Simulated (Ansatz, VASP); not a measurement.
# FeO: VASP beside Ansatz

```
CELL_PARAMETERS angstrom
0.00000 2.06918 2.15540
2.06918 0.00000 2.15540
2.06918 2.06918 0.00000
ATOMIC_POSITIONS crystal
Fe 0.00000 0.00000 0.00000
O 0.50000 0.50000 0.50000
```

Alike in both runs: task single point; functional PBEsol; k mesh 9 × 9 × 9; occupations fermi-dirac, width 0.05 eV; collinear spin.

|  | VASP | Ansatz |
| --- | --- | --- |
| version | VASP 6.6.1 | Ansatz 0.2.0 |
| potentials or method | VASP PAW PBE potentials, release 64 (Fe_sv, O) | Ansatz PAW |
| plane-wave cutoff (eV) | 600 | 420 |
| valence electrons in the cell | 22 | 22 |

```csv
,VASP,Ansatz,Ansatz less VASP
gap on the k mesh at the Fermi level (eV),none,none,-
pressure (GPa),5.0,7.5,+2.49
"traceless stress, the component that is largest in VASP (GPa)",-3.62,-3.72,-0.100
net moment per atom (μB),1.96,1.96,+0.001
size of the moment on the site where the two differ most (μB),3.40,3.33,-0.073
```

VASP's potentials were made for PBE, not for PBEsol. Site moments also hang on the region over which each program counts them. A gap of «none» marks a metal or a gap that the smearing closes.
